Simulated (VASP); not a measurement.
Set up this calculation in VASP 6.6.1, as the native input.

| Item | Value |
| --- | --- |
| Task | single point |
| Functional | LDA |
| Potentials or basis | VASP PAW LDA potentials, release 64 (In_d, Sb) |
| Cutoff | 500 eV |
| k mesh | 4 × 4 × 1 |
| Occupations | gaussian, width 0.1 eV |
| Spin | no spin polarisation |
| Dipole correction | no |
| Further INCAR settings | ALGO = Normal; EDIFF = 1e-06; NBANDS = 66 |

The structure of InSb (lda) lies in POSCAR:

```
InSb
1.0
    3.0391440000     -3.1785980000      0.0000000000
    3.0391440000      3.1785980000      0.0000000000
    0.0000000000      0.0000000000     18.0165480000
In Sb
6 6
Direct
    0.0796710000      0.9203290000      0.2500000000
    0.9203290000      0.0796710000      0.7500000000
    0.4138440000      0.5861560000      0.4102310000
    0.5861560000      0.4138440000      0.9102310000
    0.5861560000      0.4138440000      0.5897690000
    0.4138440000      0.5861560000      0.0897690000
    0.5772430000      0.4227570000      0.2500000000
    0.4227570000      0.5772430000      0.7500000000
    0.9187600000      0.0812400000      0.4239260000
    0.0812400000      0.9187600000      0.9239260000
    0.0812400000      0.9187600000      0.5760740000
    0.9187600000      0.0812400000      0.0760740000
```

These files were run (other wordings do the same):

INCAR

```
SYSTEM = InSb
  PREC = Accurate
  ENCUT = 500
  EDIFF = 1E-6
  ISMEAR = 0
  SIGMA = 0.1
  LREAL = .FALSE.
  LASPH = .TRUE.
  NELM = 120
  ALGO = Normal
  ISIF = 2
  LWAVE = .FALSE.
  LCHARG = .TRUE.
  GGA = CA
  LELF = .TRUE.
  LVHAR = .TRUE.
  NBANDS = 66
  GGA_COMPAT = .FALSE.
```

KPOINTS

```
Automatic mesh
0
G
  4 4 1
  0 0 0
```

Potentials or basis: VASP PAW LDA potentials, release 64 (In_d, Sb).

Run with:

```sh
$ cat potpaw_LDA.64/In_d/POTCAR potpaw_LDA.64/Sb/POTCAR > POTCAR
$ mpirun -np 1 vasp_std > vasp.out
```

It gave:

```
Pressure               : -3.9 GPa
Largest force          : 0.363 eV/Å
Band gap on the k mesh : zero (band 54 reaches 7.06 eV, above the bottom of band 55 at 4.55 eV)
```

Caveat: spin-orbit coupling is left out, which moves the levels of the heavy elements.

Run time: 3 min on 1 thread of Intel(R) Xeon(R) Platinum 8259CL CPU @ 2.50GHz (Skylake/Cascade Lake), with other jobs on the host, peak memory 0.35 GiB.
